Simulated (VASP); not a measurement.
# Ge (Cmmm) in VASP: further runs

Ge is run at these levels: r2SCAN; tasks: single point.

Program: VASP 6.6.1. These are calculated values, not measurements. Logs are shortened: lines on timing, memory, paths and dates and some standing lists are left out, and cuts for length are marked.

### 1 The cell of the first run

It takes space group Cmmm (No. 65, orthorhombic). The conventional cell has a = 2.710 Å, b = 5.045 Å, c = 2.779 Å, α = 90.00°, β = 90.00°, γ = 90.00°. Ge (site symmetry mmm) has 8 Ge at 2.71 to 2.86 Å within 3.6 Å.

### 2 Single point, r2SCAN (strain -0.030 along x and y, +0.030 along z)

Input file POSCAR:

```
Ge
1.0
    1.3552345300     -2.5225005200      0.0000000000
    1.3552345300      2.5225005200      0.0000000000
    0.0000000000      0.0000000000      2.7791779300
Ge
1
Direct
    0.5000000000      0.5000000000      0.0000000000
```

Input file INCAR.step1:

```
ALGO = Normal ; EDIFF = 1E-4
ENCUT = 520 ; GGA = PE
ISMEAR = 0 ; LASPH = T
LCHARG = F ; LREAL = F
LWAVE = T ; NBANDS = 13
NELM = 60 ; PREC = Accurate
SIGMA = 0.15
```

Input file INCAR.step2:

```
ALGO = Normal ; EDIFF = 1E-6
ENCUT = 520 ; ISIF = 2
ISMEAR = 0 ; ISTART = 1
LASPH = T ; LCHARG = F
LMIXTAU = T ; LREAL = F
LWAVE = F ; METAGGA = R2SCAN
NBANDS = 13 ; NELM = 60
PREC = Accurate ; SIGMA = 0.15
```

Input file KPOINTS:

```
k-points
0
Gamma
  20 20 18
```

Potentials or basis: VASP PAW PBE potentials, release 64 (Ge_d).

Started as:

```
> cat potpaw_PBE.64/Ge_d/POTCAR > POTCAR
> cp INCAR.step1 INCAR
> mpirun -np 1 vasp_std > vasp.out
> cp INCAR.step2 INCAR
> mpirun -np 1 vasp_std > vasp.out
```

OUTCAR:

```text
EDIFF = 1E-6
   ENCUT = 520
   ISIF = 2
   ISMEAR = 0
   ISTART = 1
   LASPH = T
   LREAL = F
   METAGGA = R2SCAN
   NELM = 60
   PREC = Accurate

 ion  position               nearest neighbor table
   1  0.500  0.500  0.000-

  LATTYP: Found a base centered orthorhombic cell.
 ALAT       =     2.7104690600
 B/A-ratio  =     1.8613018368
 C/A-ratio  =     1.0253494390

  Lattice vectors:

 A1 = (   1.3552345300,  -2.5225005200,   0.0000000000)
 A2 = (   1.3552345300,   2.5225005200,   0.0000000000)
 A3 = (   0.0000000000,   0.0000000000,   2.7791779300)

Analysis of symmetry for initial positions (statically):
=====================================================================
 Subroutine PRICEL returns:
 Original cell was already a primitive cell.

 Routine SETGRP: Setting up the symmetry group for a
 base centered orthorhombic supercell.

 Subroutine GETGRP returns: Found  8 space group operations
 (whereof  8 operations were pure point group operations)
 out of a pool of  8 trial point group operations.

The static configuration has the point symmetry D_2h.

Analysis of symmetry for dynamics (positions and initial velocities):
=====================================================================
 Subroutine PRICEL returns:
 Original cell was already a primitive cell.

 Routine SETGRP: Setting up the symmetry group for a
 base centered orthorhombic supercell.

 Subroutine GETGRP returns: Found  8 space group operations
 (whereof  8 operations were pure point group operations)
 out of a pool of  8 trial point group operations.

The dynamic configuration has the point symmetry D_2h.

 Subroutine INISYM returns: Found  8 space group operations
 (whereof  8 operations are pure point group operations),
 and found     1 'primitive' translations

----------------------------------------------------------------------------------------

                                     Primitive cell

  volume of cell :      19.0017

  direct lattice vectors                    reciprocal lattice vectors
     1.355234530 -2.522500520  0.000000000     0.368939832 -0.198216015  0.000000000
     1.355234530  2.522500520  0.000000000     0.368939832  0.198216015  0.000000000
     0.000000000  0.000000000  2.779177930     0.000000000  0.000000000  0.359818632

  length of vectors
     2.863506505  2.863506505  2.779177930     0.418815220  0.418815220  0.359818632

  position of ions in fractional coordinates (direct lattice)
     0.500000000  0.500000000  0.000000000

[... 84 lines left out ...]
   TEBEG  =    0.0;   TEEND  =   0.0 temperature during run
   PSTRESS=    0.0 pullay stress
   NELECT =      14.0000    total number of electrons
   NUPDOWN=      -1.0000    fix difference up-down
   EMIN   =  10.00;   EMAX   =-10.00  energy-range for DOS
   EFERMI =   0.00;   METHOD = LEGACY
   ISMEAR =     0;   SIGMA  =   0.15  broadening in eV -4-tet -1-fermi 0-gaus
   EFERMI_NEDOS =   21; number of points for ismear=-14 and -15
   IALGO  =     38    algorithm
   IMIX   =      4    mixing-type and parameters
     AMIX     =   0.40;   BMIX     =  1.00
     AMIX_MAG =   1.60;   BMIX_MAG =  1.00
  volume/ion in A,a.u.               =      19.00       128.23
  Fermi-wavevector in a.u.,A,eV,Ry     =   1.478609  2.794167 29.746227  2.186286
  Thomas-Fermi vector in A             =   2.592869
   LORBIT       =      0    0 simple, 1 ext, 2 COOP (PROOUT), +10 PAW based schemes
   METAGGA = R2SCAN    functional components
   LHFCALC =     F    Hartree Fock is set to
   AEXX    =    0.0000 exact exchange contribution
   IVDW    =     0    specifies the selected vdW correction
   LEPSILON=     F    determine dielectric tensor
   LRPA    =     F    only Hartree local field effects (RPA)
 non-spin polarized calculation
 Gauss-broadening in eV      SIGMA  =   0.15
  energy-cutoff  :      520.00
  volume of cell :       19.00
 maximum number of plane-waves:       525
 NGX is ok and might be reduce to    24
   NGX = 11   NGY = 11   NGZ = 11

 number of electron      14.0000002 magnetization

 Free energy of the ion-electron system (eV)
  ---------------------------------------------------
  ext. energy  EPLUGINS =         0.00000000
  ---------------------------------------------------
  free energy    TOTEN  =       -13.45929109 eV

  energy without entropy =      -13.45498975  energy(sigma->0) =      -13.45714042

 E-fermi :   6.4302     XC(G=0): -12.2497

 val. band max:        6.4292578222   @ k =   0.4000   0.4000   0.3889
 cond. band min:       6.4349324548   @ k =   0.5000   0.2500   0.1667
 fundamental gap:      0.0056746326
 Fermi energy:         6.4302131560

 k-point     1 :       0.0000    0.0000    0.0000
  band No.  band energies     occupation
      1     -19.0662      2.00000
      2     -19.0258      2.00000
      3     -18.9593      2.00000
      4     -18.8431      2.00000
      5     -18.8219      2.00000
      6      -7.3689      2.00000
      7      12.0108      0.00000
      8      15.1303      0.00000
      9      16.0863      0.00000
     10      16.9064      0.00000
     11      20.5594      0.00000
     12      23.2850      0.00000
     13      23.6465      0.00000
[... 354 lines left out ...]
  band No.  band energies     occupation
      1     -19.0421      2.00000
      2     -18.9605      2.00000
      3     -18.8843      2.00000
      4     -18.8826      2.00000
      5     -18.8524      2.00000
      6      -4.4698      2.00000
      7       5.5973      2.00000
      8      10.6159      0.00000
      9      14.7101      0.00000
     10      16.8211      0.00000
     11      19.6934      0.00000
     12      26.4180      0.00000
     13      28.0668      0.00000

 [... further k-points ...]

------------------------ aborting loop because EDIFF is reached ----------------------------------------

  FORCE on cell =-STRESS in cart. coord.  units (eV):
  Direction    XX          YY          ZZ          XY          YZ          ZX
  --------------------------------------------------------------------------------------
  -------------------------------------------------------------------------------------
  Total        0.4521634      0.1608224     -0.9123464      0.0000000      0.0000000      0.0000000
  in kB       38.1253571     13.5601656    -76.9269084      0.0000000      0.0000000      0.0000000
  external PRESSURE =      -8.4137952 kB  Pullay stress =       0.0000000 kB

 VOLUME and BASIS-vectors are now :
 -----------------------------------------------------------------------------
  energy-cutoff  :      520.00
  volume of cell :       19.00
      direct lattice vectors                 reciprocal lattice vectors
     1.355234530 -2.522500520  0.000000000     0.368939832 -0.198216015  0.000000000
     1.355234530  2.522500520  0.000000000     0.368939832  0.198216015  0.000000000
     0.000000000  0.000000000  2.779177930     0.000000000  0.000000000  0.359818632

 POSITION                                       TOTAL-FORCE (eV/Angst)
 -----------------------------------------------------------------------------------
      1.35523      0.00000      0.00000         0.000000     -0.000000      0.000000
 -----------------------------------------------------------------------------------
    total drift:                               -0.000000     -0.000000     -0.000000

  FREE ENERGIE OF THE ION-ELECTRON SYSTEM (eV)
  ---------------------------------------------------
  free  energy   TOTEN  =       -13.4592910851 eV

  energy  without entropy=      -13.4549897493  energy(sigma->0) =      -13.45714042
```

Wall time 4 min (1 thread of Intel Xeon 6975P-C (Granite Rapids), shared host); peak memory 0.35 GiB.

Results:

```
Free energy            : -13.4593 eV
Pressure               : -0.8 GPa
Band gap on the k mesh : zero (bands 7 and 8 overlap by 9.06 eV)
```

Levels at points of the mesh, in eV from the Fermi level:
| k point | band 4 | band 5 | band 6 | band 7 | band 8 | band 9 | band 10 | band 11 |
| --- | --- | --- | --- | --- | --- | --- | --- | --- |
| (0.00, 0.00, 0.00) | -25.27 | -25.25 | -13.80 | 5.58 | 8.70 | 9.66 | 10.48 | 14.13 |
| (0.50, 0.00, 0.00) | -25.29 | -25.26 | -7.73 | -5.75 | 4.33 | 8.60 | 10.26 | 16.40 |
| (0.50, 0.50, 0.00) | -25.27 | -25.26 | -8.75 | -6.00 | 6.37 | 9.46 | 10.39 | 16.06 |
| (0.00, 0.00, 0.50) | -25.33 | -25.30 | -10.37 | -6.13 | 11.35 | 13.14 | 17.22 | 18.51 |
| (0.50, 0.00, 0.50) | -25.26 | -25.19 | -3.80 | -3.09 | -1.40 | 4.04 | 6.94 | 12.47 |
| (0.50, 0.50, 0.50) | -25.27 | -25.21 | -4.94 | -3.30 | -2.15 | 3.61 | 9.01 | 14.52 |

Caveat: the cell differs from its parent crystal (strain -0.030 along x and y, +0.030 along z); the stress differs along the axes, from -8 to 4 GPa; the PAW data sets were made with another functional, which shifts forces and pressure a little.

### 3 Single point, r2SCAN (strain +0.000 along x and y, -0.030 along z)

Input file POSCAR:

```
Ge
1.0
    1.3971490000     -2.6005160000      0.0000000000
    1.3971490000      2.6005160000      0.0000000000
    0.0000000000      0.0000000000      2.6172840700
Ge
1
Direct
    0.5000000000      0.5000000000      0.0000000000
```

Input file INCAR.step1:

```
SYSTEM = Ge
ALGO = Normal
EDIFF = 1E-4
ENCUT = 520
GGA = PE
ISMEAR = 0
LASPH = .True.
LCHARG = .False.
LREAL = .False.
LWAVE = .True.
NBANDS = 13
NELM = 100
PREC = Accurate
SIGMA = 0.15
```

Input file INCAR.step2:

```
SYSTEM = Ge
ALGO = Normal
EDIFF = 1E-7
ENCUT = 520
ISIF = 2
ISMEAR = 0
ISTART = 1
LASPH = .True.
LCHARG = .False.
LMIXTAU = .True.
LREAL = .False.
LWAVE = .False.
METAGGA = R2SCAN
NBANDS = 13
NELM = 100
PREC = Accurate
SIGMA = 0.15
```

Input file KPOINTS:

```
k-points
0
Gamma
  20 20 18
  0 0 0
```

Potentials or basis: VASP PAW PBE potentials, release 64 (Ge_d).

Started as:

```
> cat potpaw_PBE.64/Ge_d/POTCAR > POTCAR
> cp INCAR.step1 INCAR
> mpirun -np 1 vasp_std > vasp.out
> cp INCAR.step2 INCAR
> mpirun -np 1 vasp_std > vasp.out
```

OUTCAR:

```text
SYSTEM = Ge
   EDIFF = 1E-7
   ENCUT = 520
   ISIF = 2
   ISMEAR = 0
   ISTART = 1
   LASPH = .True.
   LREAL = .False.
   METAGGA = R2SCAN
   NELM = 100
   PREC = Accurate

 ion  position               nearest neighbor table
   1  0.500  0.500  0.000-

  LATTYP: Found a base centered orthorhombic cell.
 ALAT       =     2.7942980000
 B/A-ratio  =     1.8613018368
 C/A-ratio  =     0.9366517351

  Lattice vectors:

 A1 = (   1.3971490000,  -2.6005160000,   0.0000000000)
[... 565 lines left out ...]
     13      28.6249      0.00000

 [... further k-points ...]

------------------------ aborting loop because EDIFF is reached ----------------------------------------

  FORCE on cell =-STRESS in cart. coord.  units (eV):
  Direction    XX          YY          ZZ          XY          YZ          ZX
  --------------------------------------------------------------------------------------
  -------------------------------------------------------------------------------------
  Total       -0.2666781     -0.4120935      0.2956160      0.0000000      0.0000000      0.0000000
  in kB      -22.4654366    -34.7154865     24.9032110      0.0000000      0.0000000      0.0000000
  external PRESSURE =     -10.7592373 kB  Pullay stress =       0.0000000 kB

 VOLUME and BASIS-vectors are now :
 -----------------------------------------------------------------------------
  energy-cutoff  :      520.00
  volume of cell :       19.02
      direct lattice vectors                 reciprocal lattice vectors
     1.397149000 -2.600516000  0.000000000     0.357871637 -0.192269534  0.000000000
     1.397149000  2.600516000  0.000000000     0.357871637  0.192269534  0.000000000
     0.000000000  0.000000000  2.617284070     0.000000000  0.000000000  0.382075454

 POSITION                                       TOTAL-FORCE (eV/Angst)
 -----------------------------------------------------------------------------------
      1.39715      0.00000      0.00000         0.000000      0.000000      0.000000
 -----------------------------------------------------------------------------------
    total drift:                               -0.000000     -0.000000     -0.000000

  FREE ENERGIE OF THE ION-ELECTRON SYSTEM (eV)
  ---------------------------------------------------
  free  energy   TOTEN  =       -13.4806136627 eV

  energy  without entropy=      -13.4757156017  energy(sigma->0) =      -13.47816463
```

OSZICAR.step1:

```text
N       E                     dE             d eps       ncg     rms          rms(c)
DAV:   1     0.631546534281E+02    0.63155E+02   -0.71185E+03 31022   0.297E+03
DAV:   2     0.123173820540E+01   -0.61923E+02   -0.59086E+02 30623   0.411E+02
DAV:   3    -0.419502883865E+01   -0.54268E+01   -0.54027E+01 33088   0.709E+01
DAV:   4    -0.427171793793E+01   -0.76689E-01   -0.76679E-01 32980   0.917E+00
DAV:   5    -0.427249365766E+01   -0.77572E-03   -0.77571E-03 33681   0.102E+00    0.141E+00
DAV:   6    -0.426508266193E+01    0.74110E-02   -0.68470E-03 36353   0.190E+00    0.799E-01
DAV:   7    -0.426219949550E+01    0.28832E-02   -0.57866E-03 38340   0.148E+00    0.739E-02
DAV:   8    -0.426213072335E+01    0.68772E-04   -0.69469E-04 34760   0.587E-01
   1 F= -.42621307E+01 E0= -.42596013E+01  d E =-.505882E-02
```

Run time: 3.7 min. Hardware: 1 thread of Intel Xeon 6975P-C (Granite Rapids), shared host; peak memory 0.35 GiB.

What came out:

* Free energy: -13.4806 eV
* Pressure: -1.1 GPa
* Band gap on the k mesh: zero (bands 7 and 8 overlap by 10.45 eV)

Caveat: the cell differs from its parent crystal (strain +0.000 along x and y, -0.030 along z); the stress differs along the axes, from -3 to 2 GPa; the PAW data sets were made with another functional, which shifts forces and pressure a little.
